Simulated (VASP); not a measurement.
# NaH16BrO8 in VASP: further runs, part 3 of 3

VASP 6.6.1. The steps go on from the part before.

## Step 4: Single point, LDA

This run uses another cell than the first one, of 12.00 Å³/atom, 1.020 times its volume.

The input, INCAR:

```
ALGO     = Normal         # electronic algorithm
EDIFF    = 1E-6           # SCF threshold, eV
ENCUT    = 520            # plane-wave cutoff, eV
GGA      = CA             # functional
GGA_COMPAT= False        
ISIF     = 2              # what is computed and relaxed
ISMEAR   = -1             # smearing method
LASPH    = True           # aspherical terms in the spheres
LCHARG   = True           # write CHGCAR
LELF     = True           # ELF
LREAL    = False          # projectors in reciprocal space
LVHAR    = True         
LWAVE    = False          # write WAVECAR
NBANDS   = 58             # bands
NELM     = 120            # most SCF steps
PREC     = Accurate       # precision mode
SIGMA    = 0.02           # smearing width, eV
```

The input, KPOINTS:

```
k-points
0
Gamma
  1 1 1
```

The input, POSCAR:

```
NaH16BrO8
1.0
    6.7827860000      0.0000000000      0.0000000000
    0.0000000000      6.7827860000      0.0000000000
    0.0000000000      0.0000000000      6.7827860000
O H Na Br
8 16 1 1
Direct
    0.5618782606      0.8953253132      0.6683536824
    0.0870881080      0.5111321513      0.0222032657
    0.9139017507      0.9843447810      0.4789919658
    0.2387367079      0.9939720935      0.2245095157
    0.2986678335      0.1841573654      0.8699375154
    0.4541349233      0.7908549673      1.0116491955
    0.3922429515      0.2200423248      0.4982318475
    0.9581166205      0.0682905225      0.8470413190
    0.6912056491      0.8896934092      0.5910550620
    0.4899314235      1.0108972921      0.6192882983
   -0.0343369229      0.4460409041      0.0715340275
    0.1554818330      0.4003222275     -0.0344696117
    0.9384344427      1.0665823749      0.6087616504
    0.8670920769      1.0879010483      0.3920512898
    0.3423666912      0.8893690587      0.1936225026
    0.1463115599      0.9275097283      0.3233332144
    0.4212133480      0.1996229868      0.9692035102
    0.3556650615      0.2195557990      0.7357301262
    0.5295316703      0.8449920136      0.8960772166
    0.5239292527      0.6688991810      1.0270705872
    0.4952094906      0.2838951428      0.4235427743
    0.3242767795      0.1268063005      0.3878347334
    1.0829473317      0.1476089619      0.8938067632
    0.8428542490      0.1170315561      0.9203297878
    0.1242704694      0.8160216171      0.9304436260
    0.6736317495      0.3106393155      0.1378342174
```

Potentials or basis: VASP PAW LDA potentials, release 64 (O, H, Na_pv, Br).

Launch:

```console
$ cat potpaw_LDA.64/O/POTCAR potpaw_LDA.64/H/POTCAR potpaw_LDA.64/Na_pv/POTCAR potpaw_LDA.64/Br/POTCAR > POTCAR
$ mpirun -np 1 vasp_gam > vasp.out
```

OUTCAR:

```text
EDIFF = 1E-6
   ENCUT = 520
   GGA = CA
   ISIF = 2
   ISMEAR = -1
   LASPH = True
   LREAL = False
   NELM = 120
   PREC = Accurate

 ion  position               nearest neighbor table
   1  0.562  0.895  0.668-  10 0.98   9 1.02
   2  0.087  0.511  0.022-  12 0.96  11 0.99  25 2.17
   3  0.914  0.984  0.479-  14 0.97  13 1.06
   4  0.239  0.994  0.225-  15 1.02  16 1.02
   5  0.299  0.184  0.870-  18 1.02  17 1.07
   6  0.454  0.791  0.012-  20 0.96  19 1.01  25 2.31
   7  0.392  0.220  0.498-  21 0.97  22 1.08
   8  0.958  0.068  0.847-  24 0.98  23 1.05  25 2.13
   9  0.691  0.890  0.591-   1 1.02
[... 293 lines left out ...]
  Total       -1.5448139      0.9769678     -2.1401290     -2.2044099     -2.1344546     -1.9842152
  in kB       -7.9316294      5.0161034    -10.9881909    -11.3182321    -10.9590562    -10.1876734
  external PRESSURE =      -4.6345723 kB  Pullay stress =       0.0000000 kB

 VOLUME and BASIS-vectors are now :
 -----------------------------------------------------------------------------
  energy-cutoff  :      520.00
  volume of cell :      312.05
      direct lattice vectors                 reciprocal lattice vectors
     6.782786000  0.000000000  0.000000000     0.147432043  0.000000000  0.000000000
     0.000000000  6.782786000  0.000000000     0.000000000  0.147432043  0.000000000
     0.000000000  0.000000000  6.782786000     0.000000000  0.000000000  0.147432043

 POSITION                                       TOTAL-FORCE (eV/Angst)
 -----------------------------------------------------------------------------------
      3.81110      6.07280      4.53330         1.293450     -0.765035     -0.048822
      0.59070      3.46690      0.15060        -0.875324      0.535268      0.469165
      6.19880      6.67660      3.24890         0.435701      0.604710      1.357480
      1.61930      6.74190      1.52280        -0.666701     -1.146859      1.666603
      2.02580      1.24910      5.90060         2.282494      0.705098      1.289568
      3.08030      5.36420      0.07901         0.110734      0.076899      0.077872
[... 18 lines left out ...]
      0.84290      5.53490      6.31100         0.419070     -0.315166      0.070943
      4.56910      2.10700      0.93490         0.001694     -0.116446     -0.016326
 -----------------------------------------------------------------------------------
    total drift:                               -0.000205      0.000545     -0.000164

  FREE ENERGIE OF THE ION-ELECTRON SYSTEM (eV)
  ---------------------------------------------------
  free  energy   TOTEN  =      -130.9421296701 eV

  energy  without entropy=     -130.9421296701  energy(sigma->0) =     -130.94212967
```

stdout:

```text
POSCAR found type information on POSCAR O H NaBr
 POSCAR found :  4 types and      26 ions
 scaLAPACK will be used
 -----------------------------------------------------------------------------
|                                                                             |
|                                                                             |
|     You have a (more or less) 'large supercell' and for larger cells it     |
|     might be more efficient to use real-space projection operators.         |
|     Therefore, try LREAL= Auto in the INCAR file.                           |
|     Mind: For very accurate calculation, you might also keep the            |
|     reciprocal projection scheme (i.e. LREAL=.FALSE.).                      |
|                                                                             |
 -----------------------------------------------------------------------------

 LDA part: xc-table for (Slater(with rela. corr.)+CA(PZ))
 , standard interpolation
 POSCAR, INCAR and KPOINTS ok, starting setup
 FFT: planning ... GRIDC
 FFT: planning ... GRID_SOFT
 FFT: planning ... GRID
 WAVECAR not read
 entering main loop
```

Run time: 16 s. Hardware: 1 thread of Intel Xeon 6975P-C (Granite Rapids), shared host; peak memory 0.27 GiB.

Results:

```
Free energy            : -130.9421 eV
Pressure               : -0.5 GPa
Largest force          : 2.715 eV/Å
Band gap on the k mesh : 4.43 eV
```

Forces in eV/Å, atoms in the order of the input:
```
O    1.293 -0.765 -0.049
O   -0.875  0.535  0.469
O    0.436  0.605  1.357
O   -0.667 -1.147  1.667
O    2.282  0.705  1.290
O    0.111  0.077  0.078
O   -1.386 -1.571 -0.106
O    0.453  0.789  0.048
H   -0.761  0.342  0.414
H   -0.045  0.607 -0.464
H   -0.260  0.342  0.140
H    1.235 -0.784 -0.640
H   -0.087 -1.326 -0.465
H   -0.455  0.361 -0.958
H    0.047  0.636 -0.503
H    0.117  0.857 -0.525
H   -1.698 -0.126 -1.091
H   -0.559  0.000 -0.164
H   -0.296  0.699 -0.845
H    0.274 -1.425  0.646
H    0.829  0.568 -0.579
H    0.511  0.907  0.701
H   -0.563 -0.714 -0.678
H   -0.357  0.260  0.203
Na   0.419 -0.315  0.071
Br   0.002 -0.116 -0.016
```

Caveat: the k points lie up to 0.93 Å⁻¹ apart.

## Step 5: Overview

```tsv
cell	gap on the mesh (eV)	pressure (GPa)	largest force (eV/Å)
a = 6.739 Å, 26 atoms	4.36	-0.3	3.32
a = 6.791 Å, 26 atoms	4.17	-0.4	1.93
a = 6.783 Å, 26 atoms	4.43	-0.5	2.71
```

Alike in all rows: task single point; level LDA; potentials or basis VASP PAW LDA potentials, release 64 (O, H, Na_pv, Br); no spin polarisation; k mesh 1 × 1 × 1; cutoff (eV) 520; smearing fermi-dirac 0.02 eV.

Caveats: all runs use coarse meshes.

Total energies depend on the potentials used, so only differences within one code and one set of settings carry meaning.
